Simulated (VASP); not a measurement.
A run of VASP 6.6.1:

The input INCAR:

```
SYSTEM = Gd
  PREC = Accurate
  ENCUT = 520
  EDIFF = 1E-8
  ISMEAR = -1
  SIGMA = 0.08
  LREAL = .False.
  LASPH = .True.
  NELM = 150
  ALGO = Normal
  ISIF = 2
  LWAVE = .False.
  LCHARG = .False.
  ISPIN = 2
  MAGMOM = 7
  LORBIT = 11
  LMAXMIX = 6
  GGA = PE
  LEFG = .True.
  NBANDS = 19
```

KPOINTS

```
regular mesh
0
Gamma
  14 14 14
  0 0 0
```

File POSCAR:

```
Gd
1.0
   -2.0582026226      2.0582026226      2.0582026226
    2.0582026226     -2.0582026226      2.0582026226
    2.0582026226      2.0582026226     -2.0582026226
Gd
1
Direct
    0.0000000000      0.0000000000      0.0000000000
```

Potentials or basis: VASP PAW PBE potentials, release 64 (Gd).

The run is started by

```console
$ cat potpaw_PBE.64/Gd/POTCAR > POTCAR
$ mpirun -np 1 vasp_std > vasp.out
```

Hardware: 1 thread of Intel(R) Xeon(R) 6975P-C (Granite Rapids), on a shared host.

Question: How long does it take, and how much memory?

Answer: Wall time 3.3 min on 1 thread of Intel(R) Xeon(R) 6975P-C (Granite Rapids), with other jobs on the host, peak memory 0.26 GiB. Counts: scf iterations 32, k points 104.
